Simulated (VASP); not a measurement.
Wanted: the native input for a VASP 6.6.1 run.

| Property | Result |
| --- | --- |
| Task | single point |
| Functional | PBE |
| Potentials or basis | VASP PAW PBE potentials, release 64 (Pt, Se) |
| Cutoff | 520 eV |
| k mesh | 6 × 6 × 4 |
| Occupations | gaussian, width 0.05 eV |
| Spin | collinear spin, ferromagnetic start |
| Starting moments | [4.0, 0.0, 0.0] μB |
| Hubbard terms | Pt d U = 8.0 eV |
| Dipole correction | no |
| Further INCAR settings | ALGO = Normal; EDIFF = 1e-06; NBANDS = 22 |

The structure of PtSe2 lies in POSCAR:

```
PtSe2
1.0
    3.7240002900      0.0000000000      0.0000000000
   -1.8620001500      3.2250788600      0.0000000000
    0.0000000000      0.0000000000      5.0619995800
Pt Se
1 2
Direct
    0.0000000000      0.0000000000      0.0000000000
    0.3333333333      0.6666666667      0.2500000000
    0.6666666667      0.3333333333      0.7500000000
```

These files were run (other wordings do the same):

INCAR

```
SYSTEM = PtSe2
  PREC = Accurate
  ENCUT = 520
  EDIFF = 1E-6
  ISMEAR = 0
  SIGMA = 0.05
  LREAL = .False.
  LASPH = .True.
  NELM = 150
  ALGO = Normal
  ISIF = 2
  LWAVE = .False.
  LCHARG = .False.
  ISPIN = 2
  MAGMOM = 4 0 0
  LORBIT = 11
  LMAXMIX = 4
  LDAU = .True.
  LDAUTYPE = 2
  LDAUL = 2 -1
  LDAUU = 8 0
  LDAUJ = 0 0
  LDAUPRINT = 1
  GGA = PE
  NBANDS = 22
```

KPOINTS

```
Automatic mesh
0
Gamma
  6 6 4
  0 0 0
```

Potentials or basis: VASP PAW PBE potentials, release 64 (Pt, Se).

The run is started by

```sh
$ cat potpaw_PBE.64/Pt/POTCAR potpaw_PBE.64/Se/POTCAR > POTCAR
$ mpirun -np 1 vasp_std > vasp.out
```

Results of the run:

The pressure is 0.9 GPa, the largest force is 0.139 eV/Å and the band gap on the k mesh is zero (filled and empty bands overlap). The net moment is 0.00 μB per cell and the valence electrons inside the program's atomic spheres are Pt 10.12; Se 3.75.

Caveat: spin-orbit coupling is left out, which moves the levels of the heavy elements.

Wall time 33 s on 1 thread of Intel(R) Xeon(R) 6975P-C (Granite Rapids) (shared host), peak memory 0.22 GiB.
